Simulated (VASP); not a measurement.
Wanted: the native input for a VASP 6.6.1 run.

```yaml
Task: single point
Functional: r2SCAN
Potentials_or_basis: VASP PAW PBE potentials, release 64 (Al, N)
Cutoff: 520 eV
k_mesh: 9 × 9 × 6
Occupations: gaussian, width 0.02 eV
Spin: no spin polarisation
Dipole_correction: no
Further_INCAR_settings: ALGO = Normal; EDIFF = 1e-06; NBANDS = 16
```

The system is AlN.

```
Al N
1.0
     3.10422    0.00000    0.00000
    -1.55211    2.68833    0.00000
     0.00000    0.00000    5.04182
Al N
2 2
Direct
  0.33333 0.66667 0.03013
  0.66667 0.33333 0.53013
  0.33333 0.66667 0.35487
  0.66667 0.33333 0.85487
```

This cell differs from its parent crystal: functional r2SCAN, strained.

The input as run:

POSCAR

```
AlN
1.0
    3.1042201669      0.0000000000      0.0000000000
   -1.5521100835      2.6883335235      0.0000000000
    0.0000000000      0.0000000000      5.0418179600
Al N
2 2
Direct
    0.3333333333      0.6666666667      0.0301325834
    0.6666666667      0.3333333333      0.5301325834
    0.3333333333      0.6666666667      0.3548674166
    0.6666666667      0.3333333333      0.8548674166
```

INCAR.step1

```
ALGO     = Normal         # electronic algorithm
EDIFF    = 1E-4           # SCF threshold, eV
ENCUT    = 520            # plane-wave cutoff, eV
GGA      = PE             # functional
ISMEAR   = 0              # smearing method
LASPH    = T              # aspherical terms in the spheres
LCHARG   = F              # write CHGCAR
LREAL    = F              # projectors in reciprocal space
LWAVE    = T              # write WAVECAR
NBANDS   = 16             # bands
NELM     = 100            # most SCF steps
PREC     = Accurate       # precision mode
SIGMA    = 0.02           # smearing width, eV
```

INCAR.step2

```
ALGO     = Normal         # electronic algorithm
EDIFF    = 1E-6           # SCF threshold, eV
ENCUT    = 520            # plane-wave cutoff, eV
ISIF     = 2              # what is computed and relaxed
ISMEAR   = 0              # smearing method
ISTART   = 1            
LASPH    = T              # aspherical terms in the spheres
LCHARG   = F              # write CHGCAR
LMIXTAU  = T            
LREAL    = F              # projectors in reciprocal space
LWAVE    = F              # write WAVECAR
METAGGA  = R2SCAN         # meta-GGA
NBANDS   = 16             # bands
NELM     = 100            # most SCF steps
PREC     = Accurate       # precision mode
SIGMA    = 0.02           # smearing width, eV
```

KPOINTS

```
k-points
0
Gamma
  9 9 6
```

Potentials or basis: VASP PAW PBE potentials, release 64 (Al, N).

Run with:

```sh
$ cat potpaw_PBE.64/Al/POTCAR potpaw_PBE.64/N/POTCAR > POTCAR
$ cp INCAR.step1 INCAR
$ mpirun -np 1 vasp_std > vasp.out
$ cp INCAR.step2 INCAR
$ mpirun -np 1 vasp_std > vasp.out
```

Results of the run:

| Property | Result |
| --- | --- |
| Pressure | 10.6 GPa |
| Largest force | 7.211 eV/Å |
| Band gap on the k mesh | 4.47 eV, direct |

Caveat: the cell differs from its parent crystal (functional r2SCAN, strained); the PAW data sets were made with another functional, which shifts forces and pressure a little.

Wall time 39 s on 1 thread of Intel(R) Xeon(R) 6975P-C (Granite Rapids), with other jobs on the host, peak memory 0.17 GiB.
